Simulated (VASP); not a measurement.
GaSb3: single point with PBE+D3(BJ)

GaSb3:

```xyz
4
Lattice="5.2759 0.0000 0.0000 2.6379 4.5690 0.0000 2.6379 1.5230 4.3077" Properties=species:S:1:pos:R:3 pbc="T T T"
Ga    0.0000    0.0000    0.0000
Sb    2.6379    1.5230    1.0769
Sb    7.9138    4.5690    3.2308
Sb    5.2759    3.0460    2.1539
```

| Property | Result |
| --- | --- |
| Program | VASP 6.6.1 |
| Task | single point |
| Functional | PBE |
| Dispersion | D3(BJ) |
| Potentials or basis | VASP PAW PBE potentials, release 64 (Ga_d, Sb) |
| Cutoff | 520 eV |
| k mesh | 2 × 2 × 2 |
| Occupations | methfessel-paxton, width 0.1 eV |
| Spin | no spin polarisation |
| Dipole correction | no |
| Further INCAR settings | ALGO = Normal; EDIFF = 1e-07; NBANDS = 22 |

- Pressure: -2.5 GPa
- Band gap on the k mesh: zero (band 14 reaches 8.46 eV, above the bottom of band 15 at 5.04 eV)
- Dispersion energy per atom: -0.448 eV

Levels at points of the mesh, in eV from the Fermi level:
| k point | band 12 | band 13 | band 14 | band 15 | band 16 | band 17 | band 18 | band 19 |
| --- | --- | --- | --- | --- | --- | --- | --- | --- |
| (0.00, 0.00, 0.00) | -3.16 | -2.99 | -2.99 | -2.99 | -1.19 | -1.19 | -1.19 | 2.89 |
| (0.50, 0.00, 0.00) | -3.16 | -3.16 | -0.93 | -0.61 | 1.48 | 1.48 | 2.46 | 2.46 |
| (0.50, 0.50, 0.00) | 0.02 | 0.40 | 0.43 | 0.43 | 1.36 | 1.36 | 1.40 | 3.31 |

Wall time 13 s on 1 thread of Intel Xeon 6975P-C (shared host), peak memory 0.23 GiB.

Caveat: the k points lie up to 0.73 Å⁻¹ apart; spin-orbit coupling is left out, which moves the levels of the heavy elements; pairwise dispersion overbinds metals, which lowers pressure and volume.
